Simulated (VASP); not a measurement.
# Ni (Fm-3m) in VASP: single point with PBE

Aim: the single point of Ni with PBE.

All numbers are computed with VASP 6.6.1; they aren't measurements. Logs are shortened: lines on timing, memory, paths and dates and some standing lists are left out, and cuts for length are marked.

## 1. The cell of the first run

Symmetry: Fm-3m, No. 225, cubic system. The conventional cell has a = 3.535 Å, b = 3.535 Å, c = 3.535 Å, α = 90.00°, β = 90.00°, γ = 90.00°. Ni (site symmetry m-3m) has 12 Ni at 2.50 Å within 3.3 Å.

## 2. Single point, PBE, collinear spin, ferromagnetic start

File INCAR:

```
SYSTEM = Ni
PREC = Accurate ; ENCUT = 520
EDIFF = 1E-7 ; ISMEAR = -1
SIGMA = 0.05 ; LREAL = .FALSE.
LASPH = .TRUE. ; NELM = 150
ALGO = Normal ; ISIF = 2
LWAVE = .FALSE. ; LCHARG = .FALSE.
ISPIN = 2 ; MAGMOM = 0.77 0.77
LORBIT = 11 ; LMAXMIX = 4
GGA = PE ; NBANDS = 21
ISYM = 0
```

File KPOINTS:

```
Automatic mesh
0
G
  8 13 10
  0 0 0
```

File POSCAR:

```
Ni
1.0
   -1.7673500000     -3.5347000000     -1.7673500000
   -1.7673500000      0.0000000000     -1.7673500000
    1.7673500000      0.0000000000     -1.7673500000
Ni
2
Direct
    0.0000000000      0.0000000000      0.0000000000
    0.5000000000      0.0000000000      0.5000000000
```

Potentials or basis: VASP PAW PBE potentials, release 64 (Ni).

Launch:

```
$ cat potpaw_PBE.64/Ni/POTCAR > POTCAR
$ mpirun -np 1 vasp_std > vasp.out
```

OUTCAR:

```text
SYSTEM = Ni
   PREC = Accurate
   ENCUT = 520
   EDIFF = 1E-7
   ISMEAR = -1
   LREAL = .FALSE.
   LASPH = .TRUE.
   NELM = 150
   ISIF = 2
   ISPIN = 2
   LORBIT = 11
   GGA = PE
   ISYM = 0

 ion  position               nearest neighbor table
   1  0.000  0.000  0.000-   2 2.50   2 2.50   2 2.50   2 2.50   2 2.50   2 2.50   2 2.50   2 2.50

   2  0.500  0.000  0.500-   1 2.50   1 2.50   1 2.50   1 2.50   1 2.50   1 2.50   1 2.50   1 2.50

IMPORTANT INFORMATION: All symmetrisations will be switched off!
NOSYMM: (Re-)initialisation of all symmetry stuff for point group C_1.

----------------------------------------------------------------------------------------

                                     Primitive cell

  volume of cell :      22.0815

  direct lattice vectors                    reciprocal lattice vectors
    -1.767350000 -3.534700000 -1.767350000     0.000000000 -0.282909441  0.000000000
    -1.767350000  0.000000000 -1.767350000    -0.282909441  0.282909441 -0.282909441
     1.767350000  0.000000000 -1.767350000     0.282909441  0.000000000 -0.282909441

  length of vectors
     4.329105697  2.499410339  2.499410339     0.282909441  0.490013525  0.400094368

  position of ions in fractional coordinates (direct lattice)
     0.000000000  0.000000000  0.000000000
     0.500000000  0.000000000  0.500000000

  ion indices of the primitive-cell ions
   primitive index   ion index
                 1           1
                 2           2

----------------------------------------------------------------------------------------

 KPOINTS: Automatic mesh

Automatic generation of k-mesh.
 Grid dimensions read from file:
 generate k-points for:    8   13   10

 Generating k-lattice:

  Cartesian coordinates                     Fractional coordinates (reciprocal lattice)
     0.000000000 -0.035363680  0.000000000     0.125000000  0.000000000  0.000000000
    -0.021762265  0.021762265 -0.021762265     0.000000000  0.076923077  0.000000000
     0.028290944  0.000000000 -0.028290944     0.000000000  0.000000000  0.100000000

  Length of vectors
     0.035363680  0.037693348  0.040009437

  Shift w.r.t. Gamma in fractional coordinates (k-lattice)
     0.000000000  0.000000000  0.000000000

 -----------------------------------------------------------------------------
|                                                                             |
|           W    W    AA    RRRRR   N    N  II  N    N   GGGG   !!!           |
|           W    W   A  A   R    R  NN   N  II  NN   N  G    G  !!!           |
|           W    W  A    A  R    R  N N  N  II  N N  N  G       !!!           |
|           W WW W  AAAAAA  RRRRR   N  N N  II  N  N N  G  GGG   !            |
|           WW  WW  A    A  R   R   N   NN  II  N   NN  G    G                |
|           W    W  A    A  R    R  N    N  II  N    N   GGGG   !!!           |
|                                                                             |
[... 91 lines left out ...]
   IVDW    =     0    specifies the selected vdW correction
   LEPSILON=     F    determine dielectric tensor
   LRPA    =     F    only Hartree local field effects (RPA)
 spin polarized calculation
  energy-cutoff  :      520.00
  volume of cell :       22.08
 maximum number of plane-waves:       613
   NGX = 17   NGY =  9   NGZ =  9

 number of electron      19.9999987 magnetization       1.3071221

 Free energy of the ion-electron system (eV)
  ---------------------------------------------------
  ext. energy  EPLUGINS =         0.00000000
  ---------------------------------------------------
  free energy    TOTEN  =       -10.95411843 eV

  energy without entropy =      -10.92591326  energy(sigma->0) =      -10.94001585

 E-fermi :   9.1726     XC(G=0): -13.1699

 val. band max:        9.1723815117   @ k =  -0.3750   0.3077   0.4000
 cond. band min:       9.1728088227   @ k =   0.3750   0.3846   0.5000
 fundamental gap:      0.0004273110
 Fermi energy:         9.1726346486

 spin component 1

 k-point     1 :       0.0000    0.0000    0.0000
  band No.  band energies     occupation
      1       0.2592      1.00000
      2       4.5978      1.00000
      3       5.0284      1.00000
      4       6.7466      1.00000
      5       6.7549      1.00000
      6       6.7577      1.00000
[... 565 lines left out ...]
     20      37.9105      0.00000
     21      38.1849      0.00000

 [... further k-points ...]

 spin component 2

 k-point     1 :       0.0000    0.0000    0.0000
  band No.  band energies     occupation
      1       0.2284      1.00000
      2       4.9624      1.00000
      3       5.6797      1.00000
      4       7.5326      1.00000
      5       7.5337      1.00000
      6       7.5395      1.00000
[... 565 lines left out ...]
     20      37.8784      0.00000
     21      38.1560      0.00000

 [... further k-points ...]

------------------------ aborting loop because EDIFF is reached ----------------------------------------

  FORCE on cell =-STRESS in cart. coord.  units (eV):
  Direction    XX          YY          ZZ          XY          YZ          ZX
  --------------------------------------------------------------------------------------
  -------------------------------------------------------------------------------------
  Total       -0.3494785     -0.3357051     -0.3494825      0.0017643      0.0017650     -0.0264988
  in kB      -25.3573239    -24.3579563    -25.3576105      0.1280126      0.1280629     -1.9226927
  external PRESSURE =     -25.0242969 kB  Pullay stress =       0.0000000 kB

 VOLUME and BASIS-vectors are now :
 -----------------------------------------------------------------------------
  energy-cutoff  :      520.00
  volume of cell :       22.08
      direct lattice vectors                 reciprocal lattice vectors
    -1.767350000 -3.534700000 -1.767350000     0.000000000 -0.282909441  0.000000000
    -1.767350000  0.000000000 -1.767350000    -0.282909441  0.282909441 -0.282909441
     1.767350000  0.000000000 -1.767350000     0.282909441  0.000000000 -0.282909441

 POSITION                                       TOTAL-FORCE (eV/Angst)
 -----------------------------------------------------------------------------------
      0.00000      0.00000      0.00000         0.000000      0.000000     -0.000000
      0.00000     -1.76735     -1.76735        -0.000000     -0.000000      0.000000
 -----------------------------------------------------------------------------------
    total drift:                               -0.000000      0.000000     -0.000000

  FREE ENERGIE OF THE ION-ELECTRON SYSTEM (eV)
  ---------------------------------------------------
  free  energy   TOTEN  =       -10.9541184305 eV

  energy  without entropy=      -10.9259132634  energy(sigma->0) =      -10.94001585

 total charge

# of ion       s       p       d       tot
------------------------------------------
    1        0.492   0.486   8.306   9.284
    2        0.492   0.486   8.306   9.284
--------------------------------------------------
tot          0.984   0.972  16.612  18.567

 magnetization (x)

# of ion       s       p       d       tot
------------------------------------------
    1       -0.006  -0.024   0.696   0.666
    2       -0.006  -0.024   0.696   0.666
--------------------------------------------------
tot         -0.011  -0.048   1.391   1.332
```

OSZICAR:

```text
N       E                     dE             d eps       ncg     rms          rms(c)
DAV:   1     0.964653046056E+02    0.96465E+02   -0.85453E+03 47834   0.130E+03
DAV:   2    -0.721873056826E+01   -0.10368E+03   -0.95763E+02 44813   0.234E+02
DAV:   3    -0.129308408863E+02   -0.57121E+01   -0.54822E+01 49622   0.627E+01
DAV:   4    -0.130077325127E+02   -0.76892E-01   -0.76821E-01 50252   0.679E+00
DAV:   5    -0.130100661085E+02   -0.23336E-02   -0.23335E-02 50280   0.117E+00    0.139E+01
DAV:   6    -0.116619487334E+02    0.13481E+01   -0.78954E+00 51388   0.579E+01    0.874E+00
DAV:   7    -0.109887186807E+02    0.67323E+00   -0.16127E+00 51129   0.237E+01    0.267E+00
DAV:   8    -0.109607518988E+02    0.27967E-01   -0.14208E-02 62004   0.144E+00    0.134E+00
DAV:   9    -0.109554803435E+02    0.52716E-02   -0.14708E-03 65290   0.860E-01    0.431E-01
DAV:  10    -0.109550412560E+02    0.43909E-03   -0.26918E-03 63105   0.132E+00    0.368E-01
DAV:  11    -0.109542062820E+02    0.83497E-03   -0.78324E-04 63169   0.763E-01    0.815E-02
DAV:  12    -0.109541172664E+02    0.89016E-04   -0.70283E-05 56505   0.919E-02    0.285E-02
DAV:  13    -0.109541188007E+02   -0.15343E-05   -0.43117E-06 58896   0.198E-02    0.127E-02
DAV:  14    -0.109541186959E+02    0.10479E-06   -0.92678E-07 51112   0.948E-03    0.380E-03
DAV:  15    -0.109541184655E+02    0.23046E-06   -0.37019E-08 27652   0.259E-03    0.101E-03
DAV:  16    -0.109541184305E+02    0.34941E-07   -0.95407E-09 24629   0.106E-03
   1 F= -.10954118E+02 E0= -.10940016E+02  d E =-.282052E-01  mag=     1.3071
```

Wall time 2.8 min (1 thread of Intel Xeon 6975P-C (Granite Rapids), shared host); peak memory 0.41 GiB.

Results:

| Property | Result |
| --- | --- |
| Free energy | -10.9541 eV |
| Pressure | -2.5 GPa |
| Net moment | 1.31 μB per cell |
| Site moments | Ni +0.67 μB |
| Valence electrons inside the program's atomic spheres | Ni 9.28 |

Stress tensor (GPa, compression positive):
```
-2.54  0.01 -0.19
 0.01 -2.44  0.01
-0.19  0.01 -2.54
```

Levels at points of the mesh, in eV from the Fermi level:
Spin up:
```tsv
k point	band 8	band 9	band 10	band 11	band 12	band 13	band 14	band 15
(0.00, 0.00, 0.00)	-1.26	-0.57	-0.50	-0.50	2.44	9.08	14.68	14.68
(0.50, 0.00, 0.00)	-1.60	-1.60	-1.60	-0.92	-0.92	19.06	19.06	19.06
(0.00, 0.00, 0.50)	-1.68	-1.40	-1.40	0.91	0.91	11.39	11.39	12.76
(0.50, 0.00, 0.50)	-0.63	-0.63	-0.63	-0.27	-0.27	5.54	5.54	22.09
```
Spin down:
| k point | band 8 | band 9 | band 10 | band 11 | band 12 | band 13 |
| --- | --- | --- | --- | --- | --- | --- |
| (0.00, 0.00, 0.00) | -0.65 | 0.06 | 0.39 | 0.39 | 2.40 | 9.33 |
| (0.50, 0.00, 0.00) | -0.79 | -0.78 | -0.78 | -0.30 | -0.30 | 19.14 |
| (0.00, 0.00, 0.50) | -1.11 | -0.56 | -0.56 | 1.51 | 1.51 | 11.58 |
| (0.50, 0.00, 0.50) | -0.33 | 0.15 | 0.15 | 0.16 | 0.16 | 5.98 |
